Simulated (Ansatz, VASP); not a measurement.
GeSbTe3 in VASP and in Ansatz

```
Ge Sb Te
1.0
     4.30755    0.00000    0.00000
     0.00000    4.30755    0.00000
     0.00000    0.00000    9.25514
Ge Sb Te
1 1 3
Cartesian
  2.1538 2.1538 6.9980
  0.0000 0.0000 -0.2746
  2.1538 2.1538 0.5601
  0.0000 2.1538 4.5393
  2.1538 0.0000 4.5393
```

Change from the starting cell: species swapped into the NdBPt3 type (P4mm, No. 99).

Alike in both runs: functional PBE; k mesh 4 × 4 × 4; occupations gaussian, width 0.1 eV; no spin polarisation.

Ansatz relaxed the structure, and its values are those at the end. VASP's run is a single point on that final structure, the one shown.

```csv
,VASP,Ansatz
version,VASP 6.6.1,Ansatz 0.2.0
potentials or method,"VASP PAW PBE potentials, release 64 (Ge_d, Sb, Te), cutoff 520 eV","scalar-relativistic, plane waves, PAW"
valence electrons in the cell,37,77
```

|  | VASP | Ansatz | Ansatz less VASP |
| --- | --- | --- | --- |
| gap on the k mesh at the Fermi level (eV) | none | none | - |
| pressure (GPa) | -0.1 | -0.1 | +0.03 |
| rms of the force components (eV/Å) | 0.008 | 0.006 | -0.0011 |

A gap of «none» marks a metal or a gap that the smearing closes. VASP's potentials hold 37 valence electrons a cell and Ansatz's 77, so a difference there can come from the potentials and not from the codes.

The k mesh is coarse, so the values compare programs but aren't converged. Neither program's run includes spin-orbit coupling.
